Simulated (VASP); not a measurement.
Write the native input for VASP 6.6.1 that does the following.

- Task: relaxation of cell and atoms
- Functional: PBE
- Potentials or basis: VASP PAW PBE potentials, release 64 (Ta_pv, Ge_d, Pt)
- Cutoff: 600 eV
- k mesh: 5 × 5 × 3
- Occupations: gaussian, width 0.2 eV
- Spin: no spin polarisation
- Dipole correction: no
- Further INCAR settings: ALGO = Normal; EDIFF = 1e-06; IBRION = 2; EDIFFG = -0.08; NSW = 36; ISIF = 3

The structure of TaGe4Pt lies in POSCAR:

```
TaGe4Pt
1.0
    4.6750000000     -1.6100000000      0.0000000000
    4.6750000000      1.6100000000      0.0000000000
   -3.8979986800      0.0000000000      6.9746474000
Ta Ge Pt
1 4 1
Direct
    0.1570000000      0.1570000000      0.1960000000
    0.4060000000      0.4060000000      0.1070000000
    0.1400000000      0.1400000000      0.5260000000
    0.8600000000      0.8600000000      0.4740000000
    0.5940000000      0.5940000000      0.8930000000
    0.8430000000      0.8430000000      0.8040000000
```

These files were run (other wordings do the same):

INCAR

```
  ALGO = Normal
  EDIFF = 1E-6
  EDIFFG = -0.08
  ENCUT = 600
  GGA = PE
  IBRION = 2
  ISIF = 3
  ISMEAR = 0
  LASPH = T
  LCHARG = F
  LREAL = F
  LWAVE = F
  NELM = 60
  NSW = 36
  PREC = Accurate
  SIGMA = 0.2
```

KPOINTS

```
k-points
0
Gamma
  5 5 3
```

Potentials or basis: VASP PAW PBE potentials, release 64 (Ta_pv, Ge_d, Pt).

The run is started by

```bash
$ cat potpaw_PBE.64/Ta_pv/POTCAR potpaw_PBE.64/Ge_d/POTCAR potpaw_PBE.64/Pt/POTCAR > POTCAR
$ mpirun -np 1 vasp_std > vasp.out
```

Results of the run:

The relaxed volume is 17.75 Å³/atom. The relaxed cell is a = 4.993 Å, b = 4.993 Å, c = 7.999 Å, α = 116.51°, β = 116.51°, γ = 37.26°. The space group after relaxing (to 0.05 Å) is Cm (No. 8), the energy gained by relaxing is 41.0 meV/atom and the ionic steps are 10. The pressure after relaxing is 0.2 GPa. The largest force after relaxing is 0.077 eV/Å.

Caveat: the k points lie up to 0.42 Å⁻¹ apart in the final cell; the relaxation stopped at a loose force limit of 0.08 eV/Å, so its end isn't a converged minimum.

Wall time 14 min on 1 thread of AMD EPYC 9R45 96-Core Processor (Zen 5), on a shared host, peak memory 0.38 GiB.
